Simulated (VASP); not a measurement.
Write the native input for VASP 6.6.1 that does the following.

```
Task                   : single point
Functional             : LDA
Potentials or basis    : VASP PAW LDA potentials, release 64 (Al, Ni)
Cutoff                 : 520 eV
k mesh                 : 14 × 14 × 14
Occupations            : gaussian, width 0.15 eV
Spin                   : no spin polarisation
Dipole correction      : no
Further INCAR settings : ALGO = Normal; EDIFF = 1e-07; NBANDS = 24
```

The structure of AlNi3 lies in POSCAR:

```
AlNi3
1.0
    0.0000000000      2.6522942041      2.6522942041
    2.6522942041      0.0000000000      2.6522942041
    2.6522942041      2.6522942041      0.0000000000
Al Ni
1 3
Direct
    0.5000000000      0.5000000000      0.5000000000
    0.2500000000      0.2500000000      0.2500000000
    0.0000000000      0.0000000000      0.0000000000
    0.7500000000      0.7500000000      0.7500000000
```

The input as run:

INCAR

```
ALGO = Normal ; EDIFF = 1E-7
ENCUT = 520 ; ISIF = 2
ISMEAR = 0 ; LASPH = T
LCHARG = F ; LREAL = F
LWAVE = F ; NBANDS = 24
NELM = 100 ; PREC = Accurate
SIGMA = 0.15
```

KPOINTS

```
k-points
0
Gamma
  14 14 14
```

Potentials or basis: VASP PAW LDA potentials, release 64 (Al, Ni).

Launch:

```bash
$ cat potpaw_LDA.64/Al/POTCAR potpaw_LDA.64/Ni/POTCAR > POTCAR
$ mpirun -np 1 vasp_std > vasp.out
```

Results of the run:

* Pressure: 37.7 GPa

Wall time 44 s on 1 thread of Intel(R) Xeon(R) 6975P-C (Granite Rapids), with other jobs on the host, peak memory 0.19 GiB.
